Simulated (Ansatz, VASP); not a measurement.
**One calculation of MnHg, two programs**

The input INCAR:

```
ALGO     = Normal         # electronic algorithm
EDIFF    = 1E-7           # SCF threshold, eV
ENCUT    = 520            # plane-wave cutoff, eV
GGA      = PE             # functional
ISIF     = 2              # what is computed and relaxed
ISMEAR   = -1             # smearing method
ISPIN    = 2              # spin polarisation
LASPH    = T              # aspherical terms in the spheres
LCHARG   = F              # write CHGCAR
LMAXMIX  = 4              # l up to which the mixer works
LORBIT   = 11             # projections on sites
LREAL    = F              # projectors in reciprocal space
LWAVE    = F              # write WAVECAR
MAGMOM   = 4 0            # initial moments
NBANDS   = 24             # bands
NELM     = 150            # most SCF steps
PREC     = Accurate       # precision mode
SIGMA    = 0.15           # smearing width, eV
```

The input KPOINTS:

```
k-points
0
Gamma
  6 6 6
```

Contents of POSCAR:

```
MnHg
1.0
    3.3150000000      0.0000000000      0.0000000000
    0.0000000000      3.3150000000      0.0000000000
    0.0000000000      0.0000000000      3.3150000000
Mn Hg
1 1
Direct
    0.5000000000      0.5000000000      0.5000000000
    0.0000000000      0.0000000000      0.0000000000
```

Input for Ansatz:

```yaml
crystal:
  lattice:
    - [3.315, 0.0, 0.0]
    - [0.0, 3.315, 0.0]
    - [0.0, 0.0, 3.315]
  atoms:
    - { symbol: Mn, position: [0.5, 0.5, 0.5] }
    - { symbol: Hg, position: [0.0, 0.0, 0.0] }
basis:
  ecutwfc: 420.0
kpoints:
  mp_grid:
    grid: [6, 6, 6]
hamiltonian:
  xc: pbe
magnetization:
  spin_polarized: true
  per_species:
    Mn: 4.0
scf:
  occupations:
    method: fermi_dirac
    width: 0.15
output:
  forces: true
  stress: true
```

Alike in both runs: task single point; functional PBE; k mesh 6 × 6 × 6; occupations fermi-dirac, width 0.15 eV; collinear spin.

|  | VASP | Ansatz |
| --- | --- | --- |
| version | VASP 6.6.1 | Ansatz 0.2.0 |
| potentials or method | VASP PAW PBE potentials, release 64 (Mn_pv, Hg), cutoff 520 eV | plane waves, PAW |
| valence electrons in the cell | 25 | 35 |

|  | VASP | Ansatz | Ansatz less VASP |
| --- | --- | --- | --- |
| pressure (GPa) | 0.5 | 0.1 | -0.46 |
| net moment per atom (μB) | 1.93 | 1.93 | -0.002 |
| size of the moment on the site where the two differ most (μB) | 3.78 | 3.83 | +0.052 |

Site moments also hang on the region over which each program counts them. VASP's potentials hold 25 valence electrons a cell and Ansatz's 35, so a difference there can come from the potentials and not from the codes.

Neither program's run includes spin-orbit coupling.
